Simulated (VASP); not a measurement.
# MgO (P3m1) in VASP: notebook

Runs on MgO. Level: PBEsol. Tasks: single point.

Everything below comes from runs of VASP 6.6.1. Logs are shortened: lines on timing, memory, paths and dates and some standing lists are left out, and cuts for length are marked.

### Step 1. The cell of the first run

The structure is trigonal, space group P3m1 (No. 156). The conventional cell has a = 3.020 Å, b = 3.020 Å, c = 14.493 Å, α = 90.00°, β = 90.00°, γ = 120.00°. Within 2.6 Å of Mg (site symmetry 3m) lie 6 O at 1.98 to 2.14 Å. Within 2.8 Å of Mg (site symmetry 3m) lie 6 O at 2.14 Å and 3 Mg at 2.78 Å. Mg (site symmetry 3m) has 6 O at 2.14 Å within 2.8 Å. Mg (site symmetry 3m) has 6 O at 2.14 Å within 2.8 Å. Mg (site symmetry 3m) has 6 O at 2.14 Å within 2.8 Å. Within 2.8 Å of Mg (site symmetry 3m) lie 6 O at 2.14 Å. O (site symmetry 3m) has 6 Mg at 2.14 Å within 2.8 Å. Within 2.8 Å of O (site symmetry 3m) lie 6 Mg at 2.14 Å and 3 O at 2.78 Å.

### Step 2. Single point, PBEsol (the distance across one plane changed)

Input file INCAR:

```
SYSTEM = MgO
ALGO = Normal
EDIFF = 1E-7
ENCUT = 520
GGA = PS
ISIF = 2
ISMEAR = 0
LASPH = .TRUE.
LCHARG = .FALSE.
LREAL = .FALSE.
LWAVE = .FALSE.
NBANDS = 36
NELM = 100
PREC = Accurate
SIGMA = 0.05
```

Input file KPOINTS:

```
k-points
0
G
  9 9 2
  0 0 0
```

Input file POSCAR:

```
MgO
1.0
    2.1351500000     -2.1351500000      0.0000000000
    2.1351500000      0.0000000000     -2.1351500000
    8.3673949192      8.3673949192      8.3673949192
Mg O
6 6
Direct
    0.6666666667      0.6666666667      0.0425291667
    0.0000000000      0.0000000000      0.8931125006
    0.3333333333      0.3333333333      0.2126458335
    0.6666666667      0.6666666667      0.5528791671
    0.0000000000      0.0000000000      0.3827625003
    0.3333333333      0.3333333333      0.7229958338
    0.6666666667      0.6666666667      0.2977041669
    0.0000000000      0.0000000000      0.1275875001
    0.3333333333      0.3333333333      0.4678208337
    0.6666666667      0.6666666667      0.8080541672
    1.0000000000      1.0000000000      0.6379375004
    0.3333333333      0.3333333333      0.9781708340
```

Potentials or basis: VASP PAW PBE potentials, release 64 (Mg, O).

On the command line:

```bash
$ cat potpaw_PBE.64/Mg/POTCAR potpaw_PBE.64/O/POTCAR > POTCAR
$ mpirun -np 1 vasp_std > vasp.out
```

OUTCAR:

```text
SYSTEM = MgO
   EDIFF = 1E-7
   ENCUT = 520
   GGA = PS
   ISIF = 2
   ISMEAR = 0
   LASPH = .TRUE.
   LREAL = .FALSE.
   NELM = 100
   PREC = Accurate

 ion  position               nearest neighbor table
   1  0.667  0.667  0.043-  12 1.98  12 1.98  12 1.98   8 2.14   8 2.14   8 2.14   2 2.78   2 2.78
                             2 2.78   3 3.02   3 3.02   3 3.02
   2  0.000  0.000  0.893-  10 2.14  12 2.14  10 2.14  10 2.14  12 2.14  12 2.14   1 2.78   1 2.78
                             1 2.78   6 3.02   6 3.02   6 3.02
   3  0.333  0.333  0.213-   8 2.14   7 2.14   7 2.14   8 2.14   8 2.14   7 2.14   5 3.02   1 3.02
                             1 3.02   5 3.02   5 3.02   1 3.02
   4  0.667  0.667  0.553-  11 2.14  11 2.14  11 2.14   9 2.14   9 2.14   9 2.14   6 3.02   6 3.02
                             6 3.02   5 3.02   5 3.02   5 3.02
   5  0.000  0.000  0.383-   7 2.14   9 2.14   7 2.14   7 2.14   9 2.14   9 2.14   3 3.02   4 3.02
                             3 3.02   3 3.02   4 3.02   4 3.02
   6  0.333  0.333  0.723-  11 2.14  10 2.14  10 2.14  11 2.14  11 2.14  10 2.14   4 3.02   4 3.02
                             4 3.02   2 3.02   2 3.02   2 3.02
   7  0.667  0.667  0.298-   3 2.14   3 2.14   5 2.14   5 2.14   5 2.14   3 2.14
   8  0.000  0.000  0.128-   1 2.14   3 2.14   1 2.14   1 2.14   3 2.14   3 2.14
   9  0.333  0.333  0.468-   4 2.14   4 2.14   5 2.14   5 2.14   5 2.14   4 2.14
  10  0.667  0.667  0.808-   6 2.14   6 2.14   2 2.14   2 2.14   2 2.14   6 2.14
  11  0.000  0.000  0.638-   4 2.14   4 2.14   4 2.14   6 2.14   6 2.14   6 2.14
  12  0.333  0.333  0.978-   1 1.98   1 1.98   1 1.98   2 2.14   2 2.14   2 2.14

  LATTYP: Found a hexagonal cell.
 ALAT       =     3.0195580877
 C/A-ratio  =     4.7996271991

  Lattice vectors:

 A1 = (  -2.1351500000,   0.0000000000,   2.1351500000)
 A2 = (   2.1351500000,  -2.1351500000,   0.0000000000)
 A3 = (   8.3673949192,   8.3673949192,   8.3673949192)

Analysis of symmetry for initial positions (statically):
=====================================================================
 Subroutine PRICEL returns:
 Original cell was already a primitive cell.

 Routine SETGRP: Setting up the symmetry group for a
 hexagonal supercell.

 Subroutine GETGRP returns: Found  6 space group operations
 (whereof  6 operations were pure point group operations)
 out of a pool of 24 trial point group operations.

The static configuration has the point symmetry C_3v.

Analysis of symmetry for dynamics (positions and initial velocities):
=====================================================================
 Subroutine PRICEL returns:
 Original cell was already a primitive cell.

 Routine SETGRP: Setting up the symmetry group for a
 hexagonal supercell.

 Subroutine GETGRP returns: Found  6 space group operations
 (whereof  6 operations were pure point group operations)
 out of a pool of 24 trial point group operations.

The dynamic configuration has the point symmetry C_3v.

 Subroutine INISYM returns: Found  6 space group operations
 (whereof  6 operations are pure point group operations),
 and found     1 'primitive' translations

----------------------------------------------------------------------------------------

                                     Primitive cell

  volume of cell :     114.4375

  direct lattice vectors                    reciprocal lattice vectors
     2.135150000 -2.135150000  0.000000000     0.156117057 -0.312234113  0.156117057
     2.135150000  0.000000000 -2.135150000     0.156117057  0.156117057 -0.312234113
     8.367394919  8.367394919  8.367394919     0.039837170  0.039837170  0.039837170

  length of vectors
     3.019558088  3.019558088 14.492753127     0.382407129  0.382407129  0.069000002

  position of ions in fractional coordinates (direct lattice)
     0.666666667  0.666666667  0.042529167
     0.000000000  0.000000000  0.893112501
     0.333333333  0.333333333  0.212645833
     0.666666667  0.666666667  0.552879167
     0.000000000  0.000000000  0.382762500
     0.333333333  0.333333333  0.722995834
     0.666666667  0.666666667  0.297704167
     0.000000000  0.000000000  0.127587500
     0.333333333  0.333333333  0.467820834
     0.666666667  0.666666667  0.808054167
     0.000000000  0.000000000  0.637937500
     0.333333333  0.333333333  0.978170834

  ion indices of the primitive-cell ions
   primitive index   ion index
                 1           1
                 2           2
                 3           3
                 4           4
                 5           5
                 6           6
                 7           7
                 8           8
                 9           9
                10          10
                11          11
                12          12

----------------------------------------------------------------------------------------

 KPOINTS: k-points

Automatic generation of k-mesh.
 Grid dimensions read from file:
 generate k-points for:    9    9    2

 Generating k-lattice:

  Cartesian coordinates                     Fractional coordinates (reciprocal lattice)
     0.017346340 -0.034692679  0.017346340     0.111111111  0.000000000  0.000000000
     0.017346340  0.017346340 -0.034692679     0.000000000  0.111111111  0.000000000
     0.019918585  0.019918585  0.019918585     0.000000000  0.000000000  0.500000000

  Length of vectors
     0.042489681  0.042489681  0.034500001

  Shift w.r.t. Gamma in fractional coordinates (k-lattice)
     0.000000000  0.000000000  0.000000000

 Subroutine IBZKPT returns following result:
 ===========================================

 Found     24 irreducible k-points:

 Following reciprocal coordinates:
            Coordinates               Weight
  0.000000  0.000000  0.000000      1.000000
  0.111111  0.000000  0.000000      6.000000
  0.222222  0.000000  0.000000      6.000000
  0.333333  0.000000  0.000000      6.000000
  0.444444  0.000000  0.000000      6.000000
  0.222222  0.111111  0.000000      6.000000
[... 16 lines left out ...]
 -0.444444  0.222222  0.500000     12.000000
 -0.333333  0.333333  0.500000      2.000000
   k-points           NKPTS =     24   k-points in BZ     NKDIM =     24   number of bands    NBANDS=     36
   number of dos      NEDOS =    301   number of ions     NIONS =     12
   total plane-waves  NPLWV =  62208
   dimension x,y,z NGX =    24 NGY =   24 NGZ =  108
   dimension x,y,z NGXF=    48 NGYF=   48 NGZF=  216
   ions per type =               6   6
   NGX,Y,Z   is equivalent  to a cutoff of  13.21, 13.21, 12.39 a.u.
   NGXF,Y,Z  is equivalent  to a cutoff of  26.43, 26.43, 24.78 a.u.
 SYSTEM =  MgO
   PREC   = accura    normal or accurate (medium, high low for compatibility)
   ISTART =      0    job   : 0-new  1-cont  2-samecut
   ICHARG =      2    charge: 1-file 2-atom 10-const
   ISPIN  =      1    spin polarized calculation?
   LNONCOLLINEAR =      F non collinear calculations
   LSORBIT =      F    spin-orbit coupling
   LASPH  =      T    aspherical Exc in radial PAW
   ENCUT  =  520.0 eV  38.22 Ry    6.18 a.u.   5.61  5.61 26.95*2*pi/ulx,y,z
   NELM   =    100;   NELMIN=  2; NELMDL= -5     # of ELM steps
   EDIFF  = 0.1E-06   stopping-criterion for ELM
   LREAL  =      F    real-space projection
   EDIFFG = 0.1E-05   stopping-criterion for IOM
   NSW    =      0    number of steps for IOM
   IBRION =     -1    ionic relax: 0-MD 1-quasi-New 2-CG
   NFREE  =      0    steps in history (QN), initial steepest desc. (CG)
   ISIF   =      2    stress and relaxation
   ISYM   =      2    0-nonsym 1-usesym 2-fastsym
   POTIM  = 0.5000    time-step for ionic-motion
   TEBEG  =    0.0;   TEEND  =   0.0 temperature during run
   PSTRESS=    0.0 pullay stress
   NELECT =      48.0000    total number of electrons
   NUPDOWN=      -1.0000    fix difference up-down
   EMIN   =  10.00;   EMAX   =-10.00  energy-range for DOS
   EFERMI =   0.00;   METHOD = LEGACY
   ISMEAR =     0;   SIGMA  =   0.05  broadening in eV -4-tet -1-fermi 0-gaus
   EFERMI_NEDOS =   21; number of points for ismear=-14 and -15
   IALGO  =     38    algorithm
   IMIX   =      4    mixing-type and parameters
     AMIX     =   0.40;   BMIX     =  1.00
     AMIX_MAG =   1.60;   BMIX_MAG =  1.00
  volume/ion in A,a.u.               =       9.54        64.36
  Fermi-wavevector in a.u.,A,eV,Ry     =   1.225460  2.315784 20.432579  1.501752
  Thomas-Fermi vector in A             =   2.360497
   LORBIT       =      0    0 simple, 1 ext, 2 COOP (PROOUT), +10 PAW based schemes
   GGA     = PS    functional components
   LHFCALC =     F    Hartree Fock is set to
   AEXX    =    0.0000 exact exchange contribution
   IVDW    =     0    specifies the selected vdW correction
   LEPSILON=     F    determine dielectric tensor
   LRPA    =     F    only Hartree local field effects (RPA)
 non-spin polarized calculation
 Gauss-broadening in eV      SIGMA  =   0.05
  energy-cutoff  :      520.00
  volume of cell :      114.44
 maximum number of plane-waves:      3125
   NGX = 11   NGY = 11   NGZ = 53

 number of electron      48.0000026 magnetization

 Free energy of the ion-electron system (eV)
  ---------------------------------------------------
  ext. energy  EPLUGINS =         0.00000000
  ---------------------------------------------------
  free energy    TOTEN  =       -74.56739645 eV

  energy without entropy =      -74.56739645  energy(sigma->0) =      -74.56739645

 E-fermi :   3.7620     XC(G=0): -11.2095

 val. band max:        3.5244710686   @ k =   0.0000   0.0000   0.0000
 cond. band min:       7.1508462211   @ k =   0.0000   0.0000   0.0000
 fundamental gap:      3.6263751525
 Fermi energy:         3.7619963626

 k-point     1 :       0.0000    0.0000    0.0000
  band No.  band energies     occupation
      1     -14.7808      2.00000
      2     -14.1578      2.00000
      3     -13.7414      2.00000
      4     -13.3301      2.00000
      5     -12.9399      2.00000
      6     -12.3811      2.00000
[... 28 lines left out ...]
     35      17.0214      0.00000
     36      17.5299      0.00000
[... 866 lines left out ...]
      6     -11.8331      2.00000
[... 28 lines left out ...]
     35      14.7935      0.00000
     36      14.8066      0.00000

------------------------ aborting loop because EDIFF is reached ----------------------------------------

  FORCE on cell =-STRESS in cart. coord.  units (eV):
  Direction    XX          YY          ZZ          XY          YZ          ZX
  --------------------------------------------------------------------------------------
  -------------------------------------------------------------------------------------
  Total       -1.7969264     -1.7969264     -1.7969264      0.9663185      0.9663185      0.9663185
  in kB      -25.1577950    -25.1577950    -25.1577950     13.5289024     13.5289024     13.5289024
  external PRESSURE =     -25.1577950 kB  Pullay stress =       0.0000000 kB

 VOLUME and BASIS-vectors are now :
 -----------------------------------------------------------------------------
  energy-cutoff  :      520.00
  volume of cell :      114.44
      direct lattice vectors                 reciprocal lattice vectors
     2.135150000 -2.135150000  0.000000000     0.156117057 -0.312234113  0.156117057
     2.135150000  0.000000000 -2.135150000     0.156117057  0.156117057 -0.312234113
     8.367394919  8.367394919  8.367394919     0.039837170  0.039837170  0.039837170

 POSITION                                       TOTAL-FORCE (eV/Angst)
 -----------------------------------------------------------------------------------
      3.20273     -1.06758     -1.06758         1.864477      1.864477      1.864477
      7.47302      7.47302      7.47302        -0.586043     -0.586043     -0.586043
      3.20273      1.06758      1.06758        -0.156829     -0.156829     -0.156829
      7.47303      3.20273      3.20273        -0.163053     -0.163053     -0.163053
      3.20273      3.20273      3.20273        -0.163056     -0.163056     -0.163056
      7.47302      5.33787      5.33787        -0.160089     -0.160089     -0.160089
      5.33788      1.06758      1.06758         0.163229      0.163229      0.163229
      1.06758      1.06758      1.06758         0.258844      0.258844      0.258844
      5.33788      3.20273      3.20273         0.162834      0.162834      0.162834
      9.60817      5.33787      5.33787         0.151241      0.151241      0.151241
      5.33787      5.33787      5.33787         0.162954      0.162954      0.162954
      9.60817      7.47302      7.47302        -1.534509     -1.534509     -1.534509
 -----------------------------------------------------------------------------------
    total drift:                                0.000058      0.000058      0.000058

  FREE ENERGIE OF THE ION-ELECTRON SYSTEM (eV)
  ---------------------------------------------------
  free  energy   TOTEN  =       -74.5673964516 eV

  energy  without entropy=      -74.5673964516  energy(sigma->0) =      -74.56739645
```

Wall time 80 s (1 thread of AMD EPYC 9R45 (Zen 5), shared host); peak memory 0.24 GiB.

What came out:

```
Free energy            : -74.5674 eV
Pressure               : -2.5 GPa
Largest force          : 3.229 eV/Å
Band gap on the k mesh : 3.63 eV
```

Forces on the atoms (eV/Å):
```
Mg   1.864  1.864  1.864
Mg  -0.586 -0.586 -0.586
Mg  -0.157 -0.157 -0.157
Mg  -0.163 -0.163 -0.163
Mg  -0.163 -0.163 -0.163
Mg  -0.160 -0.160 -0.160
O    0.163  0.163  0.163
O    0.259  0.259  0.259
O    0.163  0.163  0.163
O    0.151  0.151  0.151
O    0.163  0.163  0.163
O   -1.535 -1.535 -1.535
```

Levels at points of the mesh, in eV from the valence-band top:
| k point | band 21 | band 22 | band 23 | band 24 | band 25 | band 26 | band 27 | band 28 |
| --- | --- | --- | --- | --- | --- | --- | --- | --- |
| (0.00, 0.00, 0.00) | -0.42 | -0.37 | 0.00 | 0.00 | 3.63 | 5.06 | 5.33 | 6.35 |
| (0.00, 0.00, 0.50) | -0.42 | -0.42 | 0.00 | 0.00 | 3.88 | 4.46 | 5.96 | 6.12 |

Caveat: the cell differs from its parent crystal (the distance across one plane changed); the PAW data sets were made with another functional, which shifts forces and pressure a little. A k mesh can miss the band edges.

### Step 3. Single point, PBEsol (the distance across one plane changed)

Input file INCAR:

```
SYSTEM = MgO
  PREC = Accurate
  ENCUT = 520
  EDIFF = 1E-6
  ISMEAR = 0
  SIGMA = 0.05
  LREAL = .False.
  LASPH = .True.
  NELM = 60
  ALGO = Normal
  ISIF = 2
  LWAVE = .False.
  LCHARG = .False.
  GGA = PS
  NBANDS = 36
```

Input file KPOINTS:

```
Automatic mesh
0
Gamma
  9 9 2
  0 0 0
```

Input file POSCAR:

```
MgO
1.0
    2.1351500000     -2.1351500000      0.0000000000
    2.1351500000      0.0000000000     -2.1351500000
    8.8292751346      8.8292751346      8.8292751346
Mg O
6 6
Direct
    0.6666666667      0.6666666667      0.0403043656
    0.0000000000      0.0000000000      0.8463916784
    0.3333333333      0.3333333333      0.2015218282
    0.6666666667      0.6666666667      0.5239567533
    0.0000000000      0.0000000000      0.3627392907
    0.3333333333      0.3333333333      0.6851742158
    0.6666666667      0.6666666667      0.2821305595
    0.0000000000      0.0000000000      0.1209130969
    0.3333333333      0.3333333333      0.4433480220
    0.6666666667      0.6666666667      0.7657829471
    1.0000000000      1.0000000000      0.6045654846
    0.3333333333      0.3333333333      0.9270004096
```

Potentials or basis: VASP PAW PBE potentials, release 64 (Mg, O).

On the command line:

```bash
$ cat potpaw_PBE.64/Mg/POTCAR potpaw_PBE.64/O/POTCAR > POTCAR
$ mpirun -np 1 vasp_std > vasp.out
```

Wall time 65 s (1 thread of AMD EPYC 9R45 (Zen 5), shared host); peak memory 0.26 GiB.

The run converged. Its results:

```yaml
Free_energy: -73.9137 eV
Pressure: -8.6 GPa
Largest_force: 2.849 eV/Å
Band_gap_on_the_k_mesh: 1.72 eV
```

Forces on the atoms (eV/Å):
```
Mg  -1.645 -1.645 -1.645
Mg   0.756  0.756  0.756
Mg   0.246  0.246  0.246
Mg   0.248  0.248  0.248
Mg   0.248  0.248  0.248
Mg   0.246  0.246  0.246
O   -0.246 -0.246 -0.246
O   -0.252 -0.252 -0.252
O   -0.247 -0.247 -0.247
O   -0.252 -0.252 -0.252
O   -0.248 -0.248 -0.248
O    1.147  1.147  1.147
```

Stress tensor (GPa, compression positive):
```
-8.63 -3.26 -3.26
-3.26 -8.63 -3.26
-3.26 -3.26 -8.63
```

Levels at points of the mesh, in eV from the valence-band top:
```csv
k point,band 20,band 21,band 22,band 23,band 24,band 25,band 26,band 27,band 28,band 29
"(0.00, 0.00, 0.00)",-1.56,-1.18,-1.18,0.00,0.00,1.72,3.34,3.93,5.01,5.45
"(0.00, 0.00, 0.50)",-1.74,-1.18,-1.18,0.00,0.00,1.88,2.96,4.41,4.76,5.44
```

Caveat: the cell differs from its parent crystal (the distance across one plane changed); the cell stands under tension; the PAW data sets were made with another functional, which shifts forces and pressure a little. A k mesh can miss the band edges.

(Part 1 of 2 ends here.)
